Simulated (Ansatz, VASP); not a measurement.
Two plane-wave programs on Mg2Sn

```
Mg Sn
1.0
     0.00000    3.40827    3.40827
     3.40827    0.00000    3.40827
     3.40827    3.40827    0.00000
Mg Sn
2 1
Direct
  0.25000 0.25000 0.25000
  0.75000 0.75000 0.75000
  0.00000 0.00000 0.00000
```

Alike in both runs: functional PBE; k mesh 12 × 12 × 12; occupations gaussian, width 0.1 eV; no spin polarisation.

Ansatz relaxed the structure, and its values are those at the end. VASP's run is a single point on that final structure, the one shown.

|  | VASP | Ansatz |
| --- | --- | --- |
| version | VASP 6.6.1 | Ansatz 0.2.0 |
| potentials or method | VASP PAW PBE potentials, release 64 (Mg, Sn_d), cutoff 600 eV | scalar-relativistic, plane waves, PAW |
| valence electrons in the cell | 18 | 34 |

|  | VASP | Ansatz | Ansatz less VASP |
| --- | --- | --- | --- |
| gap on the k mesh at the Fermi level (eV) | none | none | - |
| pressure (GPa) | 0.0 | 0.0 | +0.01 |

A gap of «none» marks a metal or a gap that the smearing closes. VASP's potentials hold 18 valence electrons a cell and Ansatz's 34, so a difference there can come from the potentials and not from the codes.
